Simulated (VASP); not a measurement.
# Nb2MoN3 in VASP: further runs

Nb2MoN3 is run at these levels: PBE; tasks: single point.

Program: VASP 6.6.1. These are calculated values, not measurements. Logs are shortened: lines on timing, memory, paths and dates and some standing lists are left out, and cuts for length are marked.

### Step 1. The cell of the first run

The structure is tetragonal, space group P4/mmm (No. 123). The conventional cell has a = 3.513 Å, b = 3.513 Å, c = 5.834 Å, α = 90.00°, β = 90.00°, γ = 90.00°. Within 3.1 Å of Nb (site symmetry 4mm) lie 8 N at 2.23 to 2.84 Å and 2 Nb at 2.76 to 3.07 Å and 4 Mo at 2.92 Å. Mo (site symmetry 4/mmm) has 10 N at 2.92 to 3.40 Å and 8 Nb at 2.92 Å and 4 Mo at 3.51 Å within 3.8 Å. Within 2.3 Å of N (site symmetry mmm) lie 2 N at 1.76 Å and 4 Nb at 2.23 Å. N (site symmetry 4/mmm) has 4 N at 1.76 Å within 2.3 Å.

The cell was built from a structure type or drawn by symmetry, and may not be a known phase.

### Step 2. Single point, PBE, collinear spin

INCAR

```
PREC = Accurate ; ENCUT = 600
EDIFF = 1E-6 ; ISMEAR = 0
SIGMA = 0.15 ; LREAL = False
LASPH = True ; NELM = 200
ALGO = Normal ; ISIF = 2
LWAVE = False ; LCHARG = False
ISPIN = 2 ; MAGMOM = 0 0 1 0 0 0
LORBIT = 11 ; LMAXMIX = 4
GGA = PE ; NBANDS = 40
GGA_COMPAT = False
```

KPOINTS

```
Automatic mesh
0
Gamma
  3 3 2
```

POSCAR

```
Nb2MoN3
1.0
    3.5133508820      0.0000000000      0.0000000000
    0.0000000000      3.5133508820      0.0000000000
    0.0000000000      0.0000000000      5.8336000028
Nb Mo N
2 1 3
Direct
    0.0000000000      0.0000000000      0.7631441426
    0.0000000000      0.0000000000      0.2368558574
    0.5000000000      0.5000000000      0.5000000000
    0.5000000000      0.0000000000      0.0000000000
    0.0000000000      0.5000000000      0.0000000000
    0.5000000000      0.5000000000      0.0000000000
```

Potentials or basis: VASP PAW PBE potentials, release 64 (Nb_sv, Mo_sv, N).

The run is started by

```bash
> cat potpaw_PBE.64/Nb_sv/POTCAR potpaw_PBE.64/Mo_sv/POTCAR potpaw_PBE.64/N/POTCAR > POTCAR
> mpirun -np 1 vasp_std > vasp.out
```

OUTCAR:

```text
PREC = Accurate
   ENCUT = 600
   EDIFF = 1E-6
   ISMEAR = 0
   LREAL = False
   LASPH = True
   NELM = 200
   ISIF = 2
   ISPIN = 2
   LORBIT = 11
   GGA = PE

 ion  position               nearest neighbor table
   1  0.000  0.000  0.763-   4 2.23   5 2.23   5 2.23   4 2.23   2 2.76   3 2.92   3 2.92   3 2.92
                             3 2.92
   2  0.000  0.000  0.237-   4 2.23   5 2.23   5 2.23   4 2.23   1 2.76   3 2.92   3 2.92   3 2.92
                             3 2.92
   3  0.500  0.500  0.500-   1 2.92   2 2.92   1 2.92   2 2.92   1 2.92   2 2.92   1 2.92   2 2.92

   4  0.500  0.000  0.000-   6 1.76   6 1.76   1 2.23   2 2.23   1 2.23   2 2.23
   5  0.000  0.500  0.000-   6 1.76   6 1.76   1 2.23   1 2.23   2 2.23   2 2.23
   6  0.500  0.500  0.000-   4 1.76   5 1.76   4 1.76   5 1.76

  LATTYP: Found a simple tetragonal cell.
 ALAT       =     3.5133508820
 C/A-ratio  =     1.6604091646

  Lattice vectors:

 A1 = (   3.5133508820,   0.0000000000,   0.0000000000)
 A2 = (   0.0000000000,   3.5133508820,   0.0000000000)
 A3 = (   0.0000000000,   0.0000000000,   5.8336000028)

Analysis of symmetry for initial positions (statically):
=====================================================================
 Subroutine PRICEL returns:
 Original cell was already a primitive cell.

 Routine SETGRP: Setting up the symmetry group for a
 simple tetragonal supercell.

 Subroutine GETGRP returns: Found 16 space group operations
 (whereof 16 operations were pure point group operations)
 out of a pool of 16 trial point group operations.

The static configuration has the point symmetry D_4h.

Analysis of symmetry for dynamics (positions and initial velocities):
=====================================================================
 Subroutine PRICEL returns:
 Original cell was already a primitive cell.

 Routine SETGRP: Setting up the symmetry group for a
 simple tetragonal supercell.

 Subroutine GETGRP returns: Found 16 space group operations
 (whereof 16 operations were pure point group operations)
 out of a pool of 16 trial point group operations.

The dynamic configuration has the point symmetry D_4h.

Analysis of structural, dynamic, and magnetic symmetry:
=====================================================================
 Subroutine PRICEL returns:
 Original cell was already a primitive cell.

 Routine SETGRP: Setting up the symmetry group for a
 simple tetragonal supercell.

 Subroutine GETGRP returns: Found 16 space group operations
[... 125 lines left out ...]
  energy-cutoff  :      600.00
  volume of cell :       72.01
 maximum number of plane-waves:      2412
   NGX = 15   NGY = 15   NGZ = 23

 number of electron      55.0000005 magnetization       0.0040502

 Free energy of the ion-electron system (eV)
  ---------------------------------------------------
  ext. energy  EPLUGINS =         0.00000000
  ---------------------------------------------------
  free energy    TOTEN  =       -50.98051318 eV

  energy without entropy =      -50.93405942  energy(sigma->0) =      -50.95728630

 E-fermi :  10.8072     XC(G=0): -12.7373

 val. band max:       10.5300514929   @ k =   0.3333   0.3333   0.5000
 cond. band min:      10.8383738890   @ k =   0.3333   0.0000   0.0000
 fundamental gap:      0.3083223961
 Fermi energy:        10.8072176221

 spin component 1

 k-point     1 :       0.0000    0.0000    0.0000
  band No.  band energies     occupation
      1     -49.7027      1.00000
      2     -44.9261      1.00000
      3     -44.8242      1.00000
      4     -23.9503      1.00000
      5     -23.7161      1.00000
      6     -23.7161      1.00000
[... 241 lines left out ...]
     38      15.5196      0.00000
     39      15.6849      0.00000
 Fermi energy:        10.8072176221

 spin component 2

 k-point     1 :       0.0000    0.0000    0.0000
  band No.  band energies     occupation
      1     -49.7003      1.00000
      2     -44.9268      1.00000
      3     -44.8248      1.00000
      4     -23.9469      1.00000
      5     -23.7137      1.00000
      6     -23.7137      1.00000
[... 241 lines left out ...]
     38      15.5201      0.00000
     39      15.6854      0.00000
 [bands above 39 left out]

------------------------ aborting loop because EDIFF is reached ----------------------------------------

  FORCE on cell =-STRESS in cart. coord.  units (eV):
  Direction    XX          YY          ZZ          XY          YZ          ZX
  --------------------------------------------------------------------------------------
  -------------------------------------------------------------------------------------
  Total       -0.1425682     -0.1425682     -0.1863093      0.0000000     -0.0000000      0.0000000
  in kB       -3.1721497     -3.1721497     -4.1453908      0.0000000     -0.0000000      0.0000000
  external PRESSURE =      -3.4965634 kB  Pullay stress =       0.0000000 kB

 VOLUME and BASIS-vectors are now :
 -----------------------------------------------------------------------------
  energy-cutoff  :      600.00
  volume of cell :       72.01
      direct lattice vectors                 reciprocal lattice vectors
     3.513350882  0.000000000  0.000000000     0.284628559  0.000000000  0.000000000
     0.000000000  3.513350882  0.000000000     0.000000000  0.284628559  0.000000000
     0.000000000  0.000000000  5.833600003     0.000000000  0.000000000  0.171420735

 POSITION                                       TOTAL-FORCE (eV/Angst)
 -----------------------------------------------------------------------------------
      0.00000      0.00000      4.45188        -0.000000     -0.000000      0.003169
      0.00000      0.00000      1.38172         0.000000     -0.000000     -0.003169
      1.75668      1.75668      2.91680         0.000000      0.000000     -0.000000
      1.75668      0.00000      0.00000         0.000000      0.000000     -0.000000
      0.00000      1.75668      0.00000         0.000000      0.000000     -0.000000
      1.75668      1.75668      0.00000         0.000000      0.000000     -0.000000
 -----------------------------------------------------------------------------------
    total drift:                                0.000000      0.000000      0.000000

  FREE ENERGIE OF THE ION-ELECTRON SYSTEM (eV)
  ---------------------------------------------------
  free  energy   TOTEN  =       -50.9805131757 eV

  energy  without entropy=      -50.9340594151  energy(sigma->0) =      -50.95728630

 total charge

# of ion       s       p       d       tot
------------------------------------------
    1        2.183   6.038   2.301  10.522
    2        2.183   6.038   2.301  10.522
    3        2.324   6.101   3.947  12.372
    4        1.299   2.344   0.000   3.643
    5        1.299   2.344   0.000   3.643
    6        1.404   2.061   0.000   3.466
--------------------------------------------------
tot         10.691  24.925   8.550  44.166

 magnetization (x)

# of ion       s       p       d       tot
------------------------------------------
    1       -0.000   0.000  -0.001  -0.001
    2       -0.000   0.000  -0.001  -0.001
    3        0.000   0.000   0.003   0.003
    4        0.000   0.000   0.000   0.000
    5        0.000   0.000   0.000   0.000
    6        0.000   0.000   0.000   0.000
--------------------------------------------------
tot          0.000   0.001   0.002   0.003
```

OSZICAR:

```text
N       E                     dE             d eps       ncg     rms          rms(c)
DAV:   1     0.671364123596E+03    0.67136E+03   -0.33653E+04   960   0.161E+03
DAV:   2    -0.404344344981E+01   -0.67541E+03   -0.65030E+03  1096   0.556E+02
DAV:   3    -0.528033891481E+02   -0.48760E+02   -0.46471E+02  1512   0.128E+02
DAV:   4    -0.568020917429E+02   -0.39987E+01   -0.39604E+01  1592   0.306E+01
DAV:   5    -0.569221644278E+02   -0.12007E+00   -0.11992E+00  1432   0.491E+00    0.181E+01
DAV:   6    -0.520627447283E+02    0.48594E+01   -0.22396E+01  1440   0.286E+01    0.871E+00
DAV:   7    -0.511287234568E+02    0.93402E+00   -0.75849E+00  1520   0.140E+01    0.446E+00
DAV:   8    -0.510111355779E+02    0.11759E+00   -0.76281E-01  1464   0.543E+00    0.238E+00
DAV:   9    -0.510097432315E+02    0.13923E-02   -0.37221E-01  1120   0.279E+00    0.181E+00
DAV:  10    -0.509807868365E+02    0.28956E-01   -0.21369E-01  1368   0.174E+00    0.916E-01
DAV:  11    -0.509806394710E+02    0.14737E-03   -0.14688E-02  1272   0.803E-01    0.342E-01
DAV:  12    -0.509804250862E+02    0.21438E-03   -0.30811E-03  1488   0.367E-01    0.117E-01
DAV:  13    -0.509805247748E+02   -0.99689E-04   -0.50103E-04  1280   0.127E-01    0.527E-02
DAV:  14    -0.509805092421E+02    0.15533E-04   -0.85414E-05  1376   0.506E-02    0.186E-02
DAV:  15    -0.509805125756E+02   -0.33335E-05   -0.21344E-05  1272   0.324E-02    0.918E-03
DAV:  16    -0.509805131757E+02   -0.60013E-06   -0.28581E-06   896   0.935E-03
   1 F= -.50980513E+02 E0= -.50957286E+02  d E =-.464538E-01  mag=     0.0026
```

stdout:

```text
POSCAR found type information on POSCAR NbMoN
 POSCAR found :  3 types and       6 ions
 scaLAPACK will be used
 LDA part: xc-table for (Slater+PW92), standard interpolation
 POSCAR, INCAR and KPOINTS ok, starting setup
 FFT: planning ... GRIDC
 FFT: planning ... GRID_SOFT
 FFT: planning ... GRID
 WAVECAR not read
 entering main loop
```

Run time: 2 min. Hardware: 1 thread of Intel Xeon 8259CL, shared host; peak memory 0.23 GiB.

What came out:

```
Free energy                                           : -50.9805 eV
Pressure                                              : -0.3 GPa
Largest force                                         : 0.003 eV/Å
Net moment                                            : 0.00 μB per cell
Valence electrons inside the program's atomic spheres : Nb 10.52; Mo 12.37; N 3.64, 3.47 (each value once)
```

Forces on the atoms (eV/Å):
```
Nb   0.000  0.000  0.003
Nb   0.000  0.000 -0.003
Mo   0.000  0.000  0.000
N    0.000  0.000  0.000
N    0.000  0.000  0.000
N    0.000  0.000  0.000
```

Stress tensor (GPa, compression positive):
```
-0.32  0.00  0.00
 0.00 -0.32  0.00
 0.00  0.00 -0.41
```

Levels at points of the mesh, in eV from the Fermi level:
Spin up:
```
           k point  band 24  band 25  band 26  band 27  band 28  band 29  band 30  band 31
(0.00, 0.00, 0.00)    -2.77    -0.96    -0.39    -0.39     0.24     0.92     1.15     2.38
(0.00, 0.00, 0.50)    -1.28    -0.78     0.08     0.08     0.21     0.40     0.40     0.46
```
Spin down:
| k point | band 25 | band 26 | band 27 | band 28 | band 29 | band 30 |
| --- | --- | --- | --- | --- | --- | --- |
| (0.00, 0.00, 0.00) | -0.96 | -0.39 | -0.39 | 0.24 | 0.92 | 1.15 |
| (0.00, 0.00, 0.50) | -0.77 | 0.08 | 0.08 | 0.21 | 0.40 | 0.40 |

Caveat: the k points lie up to 0.60 Å⁻¹ apart.

[end of part 1 of 2]
